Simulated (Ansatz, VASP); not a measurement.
ZrO2 in VASP and in Ansatz

```
CELL_PARAMETERS angstrom
3.72963 0.00000 0.00000
0.00000 3.72963 0.00000
0.00000 0.00000 5.44091
ATOMIC_POSITIONS crystal
Zr 0.00000 0.00000 0.00000
Zr 0.50000 0.50000 0.50000
O 0.00000 0.50000 0.31610
O 0.00000 0.50000 0.81610
O 0.50000 0.00000 0.68390
O 0.50000 0.00000 0.18390
```

Change from the starting cell: equal strain along all axes, cell held, atoms relaxed: +3.0 %.

Alike in both runs: task relaxation of the atoms; functional PBE; k mesh 6 × 6 × 4; occupations gaussian, width 0.02 eV; no spin polarisation.

```csv
,VASP,Ansatz
version,VASP 6.6.1,Ansatz 0.2.0
potentials or method,"VASP PAW PBE potentials, release 64 (Zr_sv, O), cutoff 520 eV","scalar-relativistic, plane waves, PAW"
valence electrons in the cell,48,48
```

```tsv
	VASP	Ansatz	Ansatz less VASP
gap on the k mesh at the Fermi level, each at its own relaxed structure (eV)	3.75	3.75	+0.006
```

Ansatz's warnings: stress scf threshold loose.
